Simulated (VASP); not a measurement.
Runs of VASP 6.6.1 on Ti. The structure is that of space group I4/mmm (No. 139), or close to it. The cells are those of the table. 

```csv
cell,further INCAR settings,gap on the mesh (eV),pressure (GPa)
"a = 2.925, b = 2.925, c = 3.938 Å, 2 atoms",ALGO = Fast; EDIFF = 1e-07; NBANDS = 19,none,(a)
"a = 3.040, b = 3.040, c = 3.679 Å, 2 atoms",ALGO = Fast; EDIFF = 1e-07; NBANDS = 19,none,-2.6
"a = 2.983, b = 2.983, c = 3.959 Å, 2 atoms",ALGO = Fast; EDIFF = 1e-06; NBANDS = 19,none,-5.9
"a = 2.983, b = 2.983, c = 3.815 Å, 2 atoms",ALGO = Fast; EDIFF = 1e-06; NBANDS = 19,none,-2.3
"a = 3.040, b = 3.040, c = 3.910 Å, 2 atoms",ALGO = Fast; EDIFF = 1e-07; NBANDS = 19,none,(b)
```

Alike in all rows: task single point; level PBEsol; potentials or basis VASP PAW PBE potentials, release 64 (Ti_sv); no spin polarisation; k mesh 18 × 18 × 14; cutoff (eV) 520; smearing gaussian 0.1 eV.

Q: Fill in the values left out.

A: (a) -1.5; (b) -8.2.

Caveats: the PAW data sets were made with another functional, which shifts forces and pressure a little; the cell stands under tension (at least some runs).

A gap of «none» marks levels without a gap at the run's occupations.
